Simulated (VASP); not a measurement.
# LiGa3 (P4/mmm) in VASP: single point with LDA

Aim: the single point of LiGa3 with LDA.

Everything below comes from runs of VASP 6.6.1. Logs are shortened: lines on timing, memory, paths and dates and some standing lists are left out, and cuts for length are marked.

## Step 1: The cell of the first run

Symmetry: P4/mmm, No. 123, tetragonal system. The conventional cell has a = 3.622 Å, b = 3.622 Å, c = 4.094 Å, α = 90.00°, β = 90.00°, γ = 90.00°. Within 3.4 Å of Li (site symmetry 4/mmm) lie 12 Ga at 2.56 to 2.73 Å. Ga (site symmetry mmm) has 8 Ga at 2.56 to 2.73 Å and 4 Li at 2.73 Å within 3.4 Å. Within 3.4 Å of Ga (site symmetry 4/mmm) lie 4 Li at 2.56 Å and 8 Ga at 2.73 Å.

## Step 2: Single point, LDA (strain -0.080 along x and y, +0.040 along z)

Contents of INCAR:

```
SYSTEM = LiGa3
PREC = Accurate
ENCUT = 520
EDIFF = 1E-6
ISMEAR = 0
SIGMA = 0.15
LREAL = .FALSE.
LASPH = .TRUE.
NELM = 100
ALGO = Normal
ISIF = 2
LWAVE = .FALSE.
LCHARG = .FALSE.
NBANDS = 29
```

Contents of KPOINTS:

```
regular mesh
0
G
  12 12 12
  0 0 0
```

Contents of POSCAR:

```
LiGa3
1.0
    3.6215843898      0.0000000000      0.0000000000
    0.0000000000      3.6215843898      0.0000000000
    0.0000000000      0.0000000000      4.0939649624
Li Ga
1 3
Direct
    0.0000000000      0.0000000000      0.0000000000
    0.5000000000      0.0000000000      0.5000000000
    0.0000000000      0.5000000000      0.5000000000
    0.5000000000      0.5000000000      0.0000000000
```

Potentials or basis: VASP PAW LDA potentials, release 64 (Li_sv, Ga_d).

Launch:

```sh
> cat potpaw_LDA.64/Li_sv/POTCAR potpaw_LDA.64/Ga_d/POTCAR > POTCAR
> mpirun -np 1 vasp_std > vasp.out
```

OUTCAR:

```text
SYSTEM = LiGa3
   PREC = Accurate
   ENCUT = 520
   EDIFF = 1E-6
   ISMEAR = 0
   LREAL = .FALSE.
   LASPH = .TRUE.
   NELM = 100
   ISIF = 2

 ion  position               nearest neighbor table
   1  0.000  0.000  0.000-   4 2.56   4 2.56   4 2.56   4 2.56   3 2.73   3 2.73   3 2.73   3 2.73
                             2 2.73   2 2.73   2 2.73   2 2.73
   2  0.500  0.000  0.500-   3 2.56   3 2.56   3 2.56   3 2.56   4 2.73   1 2.73   4 2.73   4 2.73
                             1 2.73   4 2.73   1 2.73   1 2.73
   3  0.000  0.500  0.500-   2 2.56   2 2.56   2 2.56   2 2.56   4 2.73   1 2.73   1 2.73   1 2.73
                             4 2.73   4 2.73   4 2.73   1 2.73
   4  0.500  0.500  0.000-   1 2.56   1 2.56   1 2.56   1 2.56   3 2.73   2 2.73   2 2.73   2 2.73
                             3 2.73   3 2.73   3 2.73   2 2.73

  LATTYP: Found a simple tetragonal cell.
 ALAT       =     3.6215843898
 C/A-ratio  =     1.1304347826

  Lattice vectors:

 A1 = (   3.6215843898,   0.0000000000,   0.0000000000)
 A2 = (   0.0000000000,   3.6215843898,   0.0000000000)
 A3 = (   0.0000000000,   0.0000000000,   4.0939649624)

Analysis of symmetry for initial positions (statically):
=====================================================================
 Subroutine PRICEL returns:
 Original cell was already a primitive cell.

 Routine SETGRP: Setting up the symmetry group for a
 simple tetragonal supercell.

 Subroutine GETGRP returns: Found 16 space group operations
 (whereof 16 operations were pure point group operations)
 out of a pool of 16 trial point group operations.

The static configuration has the point symmetry D_4h.

Analysis of symmetry for dynamics (positions and initial velocities):
=====================================================================
 Subroutine PRICEL returns:
 Original cell was already a primitive cell.

 Routine SETGRP: Setting up the symmetry group for a
 simple tetragonal supercell.

 Subroutine GETGRP returns: Found 16 space group operations
 (whereof 16 operations were pure point group operations)
 out of a pool of 16 trial point group operations.

The dynamic configuration has the point symmetry D_4h.

 Subroutine INISYM returns: Found 16 space group operations
 (whereof 16 operations are pure point group operations),
 and found     1 'primitive' translations

----------------------------------------------------------------------------------------

                                     Primitive cell

  volume of cell :      53.6959

  direct lattice vectors                    reciprocal lattice vectors
     3.621584390  0.000000000  0.000000000     0.276122242  0.000000000  0.000000000
     0.000000000  3.621584390  0.000000000     0.000000000  0.276122242  0.000000000
     0.000000000  0.000000000  4.093964962     0.000000000  0.000000000  0.244261983

  length of vectors
     3.621584390  3.621584390  4.093964962     0.276122242  0.276122242  0.244261983

  position of ions in fractional coordinates (direct lattice)
     0.000000000  0.000000000  0.000000000
     0.500000000  0.000000000  0.500000000
     0.000000000  0.500000000  0.500000000
     0.500000000  0.500000000  0.000000000

  ion indices of the primitive-cell ions
   primitive index   ion index
                 1           1
                 2           2
                 3           3
                 4           4

----------------------------------------------------------------------------------------

 KPOINTS: regular mesh

Automatic generation of k-mesh.
 Grid dimensions read from file:
 generate k-points for:   12   12   12

 Generating k-lattice:

  Cartesian coordinates                     Fractional coordinates (reciprocal lattice)
     0.023010187  0.000000000  0.000000000     0.083333333  0.000000000  0.000000000
     0.000000000  0.023010187  0.000000000     0.000000000  0.083333333  0.000000000
     0.000000000  0.000000000  0.020355165     0.000000000  0.000000000  0.083333333

  Length of vectors
     0.023010187  0.023010187  0.020355165

  Shift w.r.t. Gamma in fractional coordinates (k-lattice)
     0.000000000  0.000000000  0.000000000

 Subroutine IBZKPT returns following result:
 ===========================================

 Found    196 irreducible k-points:

 Following reciprocal coordinates:
            Coordinates               Weight
  0.000000  0.000000  0.000000      1.000000
  0.083333  0.000000  0.000000      4.000000
  0.166667  0.000000  0.000000      4.000000
  0.250000  0.000000  0.000000      4.000000
  0.333333  0.000000  0.000000      4.000000
  0.416667  0.000000  0.000000      4.000000
[... 16 lines left out ...]
  0.333333  0.333333  0.000000      4.000000
  0.416667  0.333333  0.000000      8.000000
 [... further k-points ...]
   k-points           NKPTS =    196   k-points in BZ     NKDIM =    196   number of bands    NBANDS=     29
   number of dos      NEDOS =    301   number of ions     NIONS =      4
   total plane-waves  NPLWV =  23520
   dimension x,y,z NGX =    28 NGY =   28 NGZ =   30
   dimension x,y,z NGXF=    56 NGYF=   56 NGZF=   60
   ions per type =               1   3
   NGX,Y,Z   is equivalent  to a cutoff of  12.85, 12.85, 12.18 a.u.
   NGXF,Y,Z  is equivalent  to a cutoff of  25.71, 25.71, 24.36 a.u.
 SYSTEM =  LiGa3
   PREC   = accura    normal or accurate (medium, high low for compatibility)
   ISTART =      0    job   : 0-new  1-cont  2-samecut
   ICHARG =      2    charge: 1-file 2-atom 10-const
   ISPIN  =      1    spin polarized calculation?
   LNONCOLLINEAR =      F non collinear calculations
   LSORBIT =      F    spin-orbit coupling
   LASPH  =      T    aspherical Exc in radial PAW
   ENCUT  =  520.0 eV  38.22 Ry    6.18 a.u.   6.73  6.73  7.61*2*pi/ulx,y,z
   NELM   =    100;   NELMIN=  2; NELMDL= -5     # of ELM steps
   EDIFF  = 0.1E-05   stopping-criterion for ELM
   LREAL  =      F    real-space projection
   EDIFFG = 0.1E-04   stopping-criterion for IOM
   NSW    =      0    number of steps for IOM
   IBRION =     -1    ionic relax: 0-MD 1-quasi-New 2-CG
   NFREE  =      0    steps in history (QN), initial steepest desc. (CG)
   ISIF   =      2    stress and relaxation
   ISYM   =      2    0-nonsym 1-usesym 2-fastsym
   POTIM  = 0.5000    time-step for ionic-motion
   TEBEG  =    0.0;   TEEND  =   0.0 temperature during run
   PSTRESS=    0.0 pullay stress
   NELECT =      42.0000    total number of electrons
   NUPDOWN=      -1.0000    fix difference up-down
   EMIN   =  10.00;   EMAX   =-10.00  energy-range for DOS
   EFERMI =   0.00;   METHOD = LEGACY
   ISMEAR =     0;   SIGMA  =   0.15  broadening in eV -4-tet -1-fermi 0-gaus
   EFERMI_NEDOS =   21; number of points for ismear=-14 and -15
   IALGO  =     38    algorithm
   IMIX   =      4    mixing-type and parameters
     AMIX     =   0.40;   BMIX     =  1.00
     AMIX_MAG =   1.60;   BMIX_MAG =  1.00
  volume/ion in A,a.u.               =      13.42        90.59
  Fermi-wavevector in a.u.,A,eV,Ry     =   1.508380  2.850425 30.956121  2.275211
  Thomas-Fermi vector in A             =   2.618842
   LORBIT       =      0    0 simple, 1 ext, 2 COOP (PROOUT), +10 PAW based schemes
   GGA     = CA    functional components
   LHFCALC =     F    Hartree Fock is set to
   AEXX    =    0.0000 exact exchange contribution
   IVDW    =     0    specifies the selected vdW correction
   LEPSILON=     F    determine dielectric tensor
   LRPA    =     F    only Hartree local field effects (RPA)
 non-spin polarized calculation
 Gauss-broadening in eV      SIGMA  =   0.15
  energy-cutoff  :      520.00
  volume of cell :       53.70
 maximum number of plane-waves:      1472
 NGX is ok and might be reduce to    28
   NGX = 13   NGY = 13   NGZ = 15

 number of electron      42.0000005 magnetization

 Free energy of the ion-electron system (eV)
  ---------------------------------------------------
  ext. energy  EPLUGINS =         0.00000000
  ---------------------------------------------------
  free energy    TOTEN  =       -13.32145786 eV

  energy without entropy =      -13.30819455  energy(sigma->0) =      -13.31482620

 E-fermi :   7.1403     XC(G=0): -12.0527

 val. band max:        7.1355065498   @ k =   0.4167   0.2500   0.5000
 cond. band min:       7.1460771601   @ k =   0.0000   0.0000   0.0000
 fundamental gap:      0.0105706103
 Fermi energy:         7.1402641515

 k-point     1 :       0.0000    0.0000    0.0000
  band No.  band energies     occupation
      1     -38.2443      2.00000
      2      -8.5579      2.00000
      3      -8.5428      2.00000
      4      -8.4005      2.00000
      5      -8.4005      2.00000
      6      -8.3365      2.00000
[... 21 lines left out ...]
     28      16.3152      0.00000
     29      16.3152      0.00000

 k-point     2 :       0.0833    0.0000    0.0000
  band No.  band energies     occupation
      1     -38.2442      2.00000
      2      -8.5445      2.00000
      3      -8.5293      2.00000
      4      -8.3965      2.00000
      5      -8.3923      2.00000
      6      -8.3262      2.00000
[... 21 lines left out ...]
     28      15.5097      0.00000
     29      15.9313      0.00000

 k-point     3 :       0.1667    0.0000    0.0000
  band No.  band energies     occupation
      1     -38.2439      2.00000
      2      -8.5048      2.00000
      3      -8.4905      2.00000
      4      -8.3851      2.00000
      5      -8.3679      2.00000
      6      -8.2977      2.00000
[... 21 lines left out ...]
     28      14.6808      0.00000
     29      15.1870      0.00000

 k-point     4 :       0.2500    0.0000    0.0000
  band No.  band energies     occupation
      1     -38.2435      2.00000
      2      -8.4404      2.00000
      3      -8.4320      2.00000
      4      -8.3684      2.00000
      5      -8.3279      2.00000
      6      -8.2575      2.00000
[... 597 lines left out ...]
     28      15.4720      0.00000
     29      15.6399      0.00000

 k-point    23 :       0.3333    0.3333    0.0000
  band No.  band energies     occupation
      1     -38.2421      2.00000
      2      -8.3990      2.00000
      3      -8.3215      2.00000
      4      -8.2152      2.00000
      5      -8.1936      2.00000
      6      -8.1637      2.00000
[... 21 lines left out ...]
     28      15.8194      0.00000
     29      16.5784      0.00000

 k-point    24 :       0.4167    0.3333    0.0000
  band No.  band energies     occupation
      1     -38.2419      2.00000
      2      -8.3725      2.00000
      3      -8.3031      2.00000
      4      -8.2736      2.00000
      5      -8.1967      2.00000
      6      -8.1369      2.00000
[... 21 lines left out ...]
     28      15.5343      0.00000
     29      17.6280      0.00000

 [... further k-points ...]
[... 5 lines left out ...]
  --------------------------------------------------------------------------------------
  -------------------------------------------------------------------------------------
  Total        5.2885810      5.2885810      1.7031315      0.0000000      0.0000000     -0.0000000
  in kB      157.8005099    157.8005099     50.8179829      0.0000000      0.0000000     -0.0000000
  external PRESSURE =     122.1396676 kB  Pullay stress =       0.0000000 kB

 VOLUME and BASIS-vectors are now :
 -----------------------------------------------------------------------------
  energy-cutoff  :      520.00
  volume of cell :       53.70
      direct lattice vectors                 reciprocal lattice vectors
     3.621584390  0.000000000  0.000000000     0.276122242  0.000000000  0.000000000
     0.000000000  3.621584390  0.000000000     0.000000000  0.276122242  0.000000000
     0.000000000  0.000000000  4.093964962     0.000000000  0.000000000  0.244261983

 POSITION                                       TOTAL-FORCE (eV/Angst)
 -----------------------------------------------------------------------------------
      0.00000      0.00000      0.00000         0.000000      0.000000      0.000000
      1.81079      0.00000      2.04698         0.000000      0.000000      0.000000
      0.00000      1.81079      2.04698         0.000000      0.000000      0.000000
      1.81079      1.81079      0.00000         0.000000      0.000000      0.000000
 -----------------------------------------------------------------------------------
    total drift:                                0.000000      0.000000      0.000000

  FREE ENERGIE OF THE ION-ELECTRON SYSTEM (eV)
  ---------------------------------------------------
  free  energy   TOTEN  =       -13.3214578595 eV

  energy  without entropy=      -13.3081945474  energy(sigma->0) =      -13.31482620
```

Wall time 3.9 min (1 thread of AMD EPYC 7R13 (Zen 3), shared host); peak memory 0.29 GiB.

What came out:

```
Free energy            : -13.3215 eV
Band gap on the k mesh : zero (band 21 reaches 10.37 eV, above the bottom of band 22 at 3.17 eV)
```

Caveat: the cell differs from its parent crystal (strain -0.080 along x and y, +0.040 along z); the cutoff is under 1.25 times the usual one of these potentials, so pressure, stress and relaxed cells hold a basis-set (Pulay) error.
